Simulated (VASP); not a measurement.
Write the native input for VASP 6.6.1 that does the following.

```yaml
Task: single point
Functional: RPBE
Dispersion: D4
Potentials_or_basis: VASP PAW PBE potentials, release 64 (Co)
Cutoff: 520 eV
k_mesh: 12 × 12 × 4
Occupations: fermi-dirac, width 0.05 eV
Spin: collinear spin, ferromagnetic start
Starting_moments: "[2.0, 2.0, 2.0, 2.0] μB"
Dipole_correction: no
Further_INCAR_settings: ALGO = Normal; EDIFF = 1e-06; NBANDS = 30
```

The structure of Co lies in POSCAR:

```
Co
1.0
    2.4743135985      0.0000000000      0.0000000000
   -1.2371567993      2.1428184332      0.0000000000
    0.0000000000      0.0000000000      8.0050245001
Co
4
Direct
    0.6666666667      0.3333333333      0.7500000000
    0.0000000000      0.0000000000      0.5000000000
    0.3333333333      0.6666666667      0.2500000000
    0.0000000000      0.0000000000      0.0000000000
```

The input as run:

INCAR

```
SYSTEM = Co
  ALGO = Normal
  EDIFF = 1E-6
  ENCUT = 520
  GGA = RP
  ISIF = 2
  ISMEAR = -1
  ISPIN = 2
  IVDW = 13
  LASPH = .TRUE.
  LCHARG = .FALSE.
  LMAXMIX = 4
  LORBIT = 11
  LREAL = .FALSE.
  LWAVE = .FALSE.
  MAGMOM = 2 2 2 2
  NBANDS = 30
  NELM = 150
  PREC = Accurate
  SIGMA = 0.05
```

KPOINTS

```
k-points
0
G
  12 12 4
  0 0 0
```

Potentials or basis: VASP PAW PBE potentials, release 64 (Co).

Command:

```console
$ cat potpaw_PBE.64/Co/POTCAR > POTCAR
$ mpirun -np 1 vasp_std > vasp.out
```

Results of the run:

- Pressure: -0.9 GPa
- Net moment: 6.59 μB per cell
- Site moments: Co +1.67, +1.66 (each value once) μB
- Valence electrons inside the program's atomic spheres: Co 8.31, 8.32 (each value once)
- Dispersion energy per atom: -0.856 eV

Caveat: the PAW data sets were made with another functional, which shifts forces and pressure a little.

It took 93 s on 1 thread of Intel(R) Xeon(R) Platinum 8559C (Emerald Rapids) (shared host), peak memory 0.22 GiB.
